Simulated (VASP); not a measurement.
Here is a VASP 6.6.1 calculation.

File INCAR:

```
PREC = Accurate
ENCUT = 520
EDIFF = 1E-6
ISMEAR = 0
SIGMA = 0.1
LREAL = False
LASPH = True
NELM = 80
ALGO = Normal
ISIF = 2
LWAVE = False
LCHARG = True
GGA = CA
LELF = True
LVHAR = True
NBANDS = 44
```

File KPOINTS:

```
regular mesh
0
Gamma
  4 4 4
```

File POSCAR:

```
SiO2
1.0
    0.0000000000      4.7162571100      7.3627753715
    2.3595806657      0.0000000000      7.3627753715
    2.3595806657      4.7162571100      0.0000000000
Si O
4 8
Direct
    0.5632310800      0.5632310800      0.9367689200
    0.3132310800      0.3132310800      0.6867689200
    0.6867689200      0.6867689200      0.3132310800
    0.9367689200      0.9367689200      0.5632310800
    0.6250000000      0.1250000000      0.6250000000
    0.6250000000      0.6250000000      0.1250000000
    0.6250000000      0.6250000000      0.6250000000
    0.1250000000      0.6250000000      0.6250000000
    0.1865604000      0.8134396000      0.1865604000
    0.8134396000      0.1865604000      0.8134396000
    0.4365604000      0.0634396000      0.4365604000
    0.0634396000      0.4365604000      0.0634396000
```

Potentials or basis: VASP PAW LDA potentials, release 64 (Si, O).

Run with:

```sh
$ cat potpaw_LDA.64/Si/POTCAR potpaw_LDA.64/O/POTCAR > POTCAR
$ mpirun -np 1 vasp_std > vasp.out
```

Problem. What does it give for the pressure?

Solution. -1.1 GPa.

Problem. Predict the largest force.

Solution. 0.038 eV/Å.

Problem. What does it give for the band gap on the k mesh?

Solution. 5.53 eV.

Forces in eV/Å, atoms in the order of the input:
```
Si   0.000  0.000 -0.038
Si   0.000  0.000 -0.038
Si   0.000  0.000  0.038
Si   0.000  0.000  0.038
O    0.000  0.000  0.000
O    0.000  0.000  0.000
O    0.000  0.000  0.000
O    0.000  0.000  0.000
O    0.000  0.037  0.000
O    0.000 -0.037  0.000
O    0.000  0.037  0.000
O    0.000 -0.037  0.000
```

A k mesh can miss the band edges.
